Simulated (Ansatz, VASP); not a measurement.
**Two plane-wave programs on LuSc**

```
CELL_PARAMETERS angstrom
5.30308 0.00000 0.00000
0.00000 1.70923 2.95873
0.00000 -1.70923 2.95873
ATOMIC_POSITIONS crystal
Lu 0.00000 0.75826 0.75826
Sc 0.50000 0.09173 0.09173
```

Alike in both runs: functional PBE; k mesh 4 × 7 × 7; occupations gaussian, width 0.2 eV; no spin polarisation.

Ansatz relaxed the structure, and its values are those at the end. VASP's run is a single point on that final structure, the one shown.

```csv
,VASP,Ansatz
version,VASP 6.6.1,Ansatz 0.2.0
potentials or method,"VASP PAW PBE potentials, release 64 (Lu, Sc_sv), cutoff 520 eV","scalar-relativistic, plane waves, PAW"
valence electrons in the cell,36,36
```

```csv
,VASP,Ansatz,Ansatz less VASP
gap on the k mesh at the Fermi level (eV),none,none,-
pressure (GPa),0.2,0.1,-0.08
```

A gap of «none» marks a metal or a gap that the smearing closes. With one functional, cell and mesh, what is left measures potentials, basis and numerics.

Neither program's run includes spin-orbit coupling.
